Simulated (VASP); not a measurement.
A run of VASP 6.6.1 is set up as follows.

INCAR

```
ALGO = Normal
EDIFF = 1E-7
ENCUT = 520
GGA = PE
ISIF = 2
ISMEAR = -1
LASPH = True
LCHARG = False
LREAL = False
LWAVE = False
NBANDS = 16
NELM = 100
PREC = Accurate
SIGMA = 0.1
```

The input KPOINTS:

```
k-points
0
Gamma
  17 17 17
```

The input POSCAR:

```
Si2Ni
1.0
   -1.4138961221      1.4138961221      3.2940766283
    1.4138961221     -1.4138961221      3.2940766283
    1.4138961221      1.4138961221     -3.2940766283
Ni Si
1 2
Direct
    0.0000000000      0.0000000000      0.0000000000
    0.3333569632      0.3333569632      0.0000000000
   -0.3333569632     -0.3333569632      0.0000000000
```

Potentials or basis: VASP PAW PBE potentials, release 64 (Ni, Si).

Command:

```bash
$ cat potpaw_PBE.64/Ni/POTCAR potpaw_PBE.64/Si/POTCAR > POTCAR
$ mpirun -np 1 vasp_std > vasp.out
```

(1) Predict the largest force.

(2) What does it give for the band gap on the k mesh?

(3) Estimate the pressure.

## Answers

(1) 0.003 eV/Å.

(2) zero (bands 9 and 10 overlap by 3.08 eV).

(3) 119.8 GPa.

Caveat: the cell stands under pressure.
